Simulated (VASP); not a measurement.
Write the native input for VASP 6.6.1 that does the following.

```yaml
Task: single point
Functional: PBE
Potentials_or_basis: VASP PAW PBE potentials, release 64 (Ca_sv)
Cutoff: 520 eV
k_mesh: 14 × 14 × 14
Occupations: gaussian, width 0.1 eV
Spin: no spin polarisation
Dipole_correction: no
Further_INCAR_settings: ALGO = Fast; EDIFF = 1e-06; NBANDS = 11
```

The structure of Ca lies in POSCAR:

```
Ca
1.0
    0.0000000000      2.7897485036      2.7897485036
    2.7897485036      0.0000000000      2.7897485036
    2.7897485036      2.7897485036      0.0000000000
Ca
1
Direct
    0.0000000000      0.0000000000      0.0000000000
```

This cell differs from its parent crystal: volume scaled by 1.03.

One way to write it, as run:

INCAR

```
SYSTEM = Ca
PREC = Accurate
ENCUT = 520
EDIFF = 1E-6
ISMEAR = 0
SIGMA = 0.1
LREAL = .FALSE.
LASPH = .TRUE.
NELM = 80
ALGO = Fast
ISIF = 2
LWAVE = .FALSE.
LCHARG = .TRUE.
GGA = PE
LELF = .TRUE.
LVHAR = .TRUE.
NBANDS = 11
```

KPOINTS

```
Automatic mesh
0
G
  14 14 14
  0 0 0
```

Potentials or basis: VASP PAW PBE potentials, release 64 (Ca_sv).

Command:

```console
$ cat potpaw_PBE.64/Ca_sv/POTCAR > POTCAR
$ mpirun -np 1 vasp_std > vasp.out
```

It gave:

```
Pressure               : -0.5 GPa
Band gap on the k mesh : zero (band 5 reaches 2.02 eV, above the bottom of band 6 at 1.67 eV)
```

Wall time 42 s on 1 thread of Intel Xeon 6975P-C (shared host), peak memory 0.19 GiB.
